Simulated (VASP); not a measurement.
CaS:

```xyz
2
Lattice="0.0000 2.8479 2.8479 2.8479 0.0000 2.8479 2.8479 2.8479 0.0000" Properties=species:S:1:pos:R:3 pbc="T T T"
Ca    0.0000    0.0000    0.0000
S     2.8479    2.8479    2.8479
```

Base run:

| Item | Value |
| --- | --- |
| Program | VASP 6.6.1 |
| Functional | r2SCAN |
| Potentials or basis | VASP PAW PBE potentials, release 64 (Ca_sv, S) |
| Cutoff | 550 eV |
| k mesh | 6 × 6 × 6 |
| Occupations | gaussian, width 0.01 eV |
| Spin | no spin polarisation |

Its results: band gap on the k mesh 2.80 eV (least direct gap 3.63 eV); pressure 0.3 GPa.

Q: After a change of settings the same cell gave: band gap on the k mesh 4.11 eV (least direct gap 5.04 eV); pressure 0.2 GPa. Which change was it?
A. functional from r2SCAN to HSE06; cutoff from 550 eV to 400 eV
B. functional from r2SCAN to PBE; cutoff from 550 eV to 500 eV; k mesh from 6 × 6 × 6 to 8 × 8 × 8
C. functional from r2SCAN to PBE0; cutoff from 550 eV to 400 eV
D. functional from r2SCAN to PBE; cutoff from 550 eV to 500 eV

A: C.

Caveats: the PAW data sets were made with another functional, which shifts forces and pressure a little.
